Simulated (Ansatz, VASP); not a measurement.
# Two plane-wave programs on LiZrN

The input INCAR:

```
SYSTEM = LiZrN
PREC = Accurate
ENCUT = 600
EDIFF = 1E-7
ISMEAR = 0
SIGMA = 0.1
LREAL = .FALSE.
LASPH = .TRUE.
NELM = 100
ALGO = Normal
ISIF = 3
LWAVE = .FALSE.
LCHARG = .FALSE.
GGA = PE
IBRION = 2
NSW = 90
EDIFFG = -0.04
```

KPOINTS

```
Automatic mesh
0
G
  6 6 6
  0 0 0
```

The input POSCAR:

```
LiZrN
1.0
    3.6138289500      0.0000000000      0.0000000000
    0.0000000000      3.6138289500      0.0000000000
    0.0000000000      0.0000000000      3.4652447500
Li Zr N
1 1 1
Direct
    0.0000000000      0.0000000000      0.5000000000
    0.5000000000      0.5000000000      0.0000000000
    0.0000000000      0.0000000000      0.0000000000
```

Input for Ansatz:

```yaml
crystal:
  lattice:
    - [3.61382895, 0.0, 0.0]
    - [0.0, 3.61382895, 0.0]
    - [0.0, 0.0, 3.46524475]
  atoms:
    - { symbol: Li, position: [0.0, 0.0, 0.5] }
    - { symbol: Zr, position: [0.5, 0.5, 0.0] }
    - { symbol: "N", position: [0.0, 0.0, 0.0] }
basis:
  ecutwfc: 420
kpoints:
  mp_grid: { grid: [6, 6, 6] }
hamiltonian:
  xc: pbe
scf:
  occupations: { method: gaussian, width: 0.1 }
  lower_state_search: "off"
output:
  forces: true
  stress: true
  eigenvalues: true
relax:
  adjacent_minimum: "off"
  f_tol: 0.04
  max_steps: 70
  cell: { stress_tol: 0.4 }
```

Alike in both runs: task relaxation of cell and atoms; functional PBE; k mesh 6 × 6 × 6; occupations gaussian, width 0.1 eV; no spin polarisation.

```csv
,VASP,Ansatz
version,VASP 6.6.1,Ansatz 0.2.0
potentials or method,"VASP PAW PBE potentials, release 64 (Li_sv, Zr_sv, N), cutoff 600 eV","scalar-relativistic, plane waves, PAW"
valence electrons in the cell,20,20
```

|  | VASP | Ansatz | Ansatz less VASP |
| --- | --- | --- | --- |
| gap on the k mesh at the Fermi level, each at its own relaxed structure (eV) | none | none | - |
| relaxed volume (Å³/atom) | 13.72 | 13.81 | +0.090 |
| relaxed cell length with the largest relative difference (Å) | 4.144 | 4.175 | +0.0315 |

A gap of «none» marks a metal or a gap that the smearing closes.

Noted on VASP's run: the cutoff is short for stress, so the pressure is rough.
